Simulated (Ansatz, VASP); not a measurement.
Mg2Ge2N in VASP and in Ansatz

```
CELL_PARAMETERS angstrom
4.19069 0.00000 0.00000
-2.09534 3.62924 0.00000
0.00000 0.00000 5.96310
ATOMIC_POSITIONS crystal
Mg 0.33333 0.66667 0.00000
Mg 0.66667 0.33333 0.00000
Ge 0.33333 0.66667 0.50000
Ge 0.66667 0.33333 0.50000
N 0.00000 0.00000 0.00000
```

Alike in both runs: functional PBE; k mesh 12 × 12 × 6; occupations gaussian, width 0.1 eV; no spin polarisation.

Ansatz relaxed the structure, and its values are those at the end. VASP's run is a single point on that final structure, the one shown.

```csv
,VASP,Ansatz
version,VASP 6.6.1,Ansatz 0.2.0
potentials or method,"VASP PAW PBE potentials, release 64 (Mg, Ge_d, N), cutoff 520 eV","scalar-relativistic, plane waves, PAW"
valence electrons in the cell,37,53
```

VASP gave:

| Property | Result |
| --- | --- |
| gap on the k mesh at the Fermi level (eV) | none |
| pressure (GPa) | -0.1 |

Question: Estimate Ansatz's values.

Answer: gap on the k mesh at the Fermi level (eV): none; pressure (GPa): 0.0.

A gap of «none» marks a metal or a gap that the smearing closes. The functional is the same, so the differences come from potentials, cutoffs and numerics. VASP's potentials hold 37 valence electrons a cell and Ansatz's 53, so a difference there can come from the potentials and not from the codes.
